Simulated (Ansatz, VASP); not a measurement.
One calculation of Tl3S, two programs

```
Tl S
1.0
    -2.35097    2.35097    5.14280
     2.35097   -2.35097    5.14280
     2.35097    2.35097   -5.14280
Tl S
3 1
Direct
  0.50000 0.50000 0.00000
  0.25000 0.75000 0.50000
  0.75000 0.25000 0.50000
  0.00000 0.00000 0.00000
```

Alike in both runs: task single point; functional PBE-based screened hybrid with a share of 0.1 of exact exchange and HFSCREEN = 0.2; k mesh 4 × 4 × 4; occupations fermi-dirac, width 0.05 eV; no spin polarisation.

|  | VASP | Ansatz |
| --- | --- | --- |
| version | VASP 6.6.1 | Ansatz 0.2.0 |
| potentials or method | VASP PAW PBE potentials, release 64 (Tl_d, S) | Ansatz PAW |
| plane-wave cutoff (eV) | 520 | 420 |
| valence electrons in the cell | 45 | 45 |

VASP gave:

* gap on the k mesh at the Fermi level (eV): none
* pressure (GPa): -0.4
* traceless stress, the component that is largest in VASP (GPa): -0.40

Question: What did Ansatz give for the same quantities?

Answer: gap on the k mesh at the Fermi level (eV): none; pressure (GPa): -0.3; traceless stress, the component that is largest in VASP (GPa): -0.40.

VASP's potentials were made for PBE, not for PBE-based screened hybrid. A gap of «none» marks a metal or a gap that the smearing closes. With one functional, cell and mesh, what is left measures potentials, basis and numerics.

The k mesh is coarse, so the values compare programs but aren't converged. Spin-orbit coupling is off throughout.
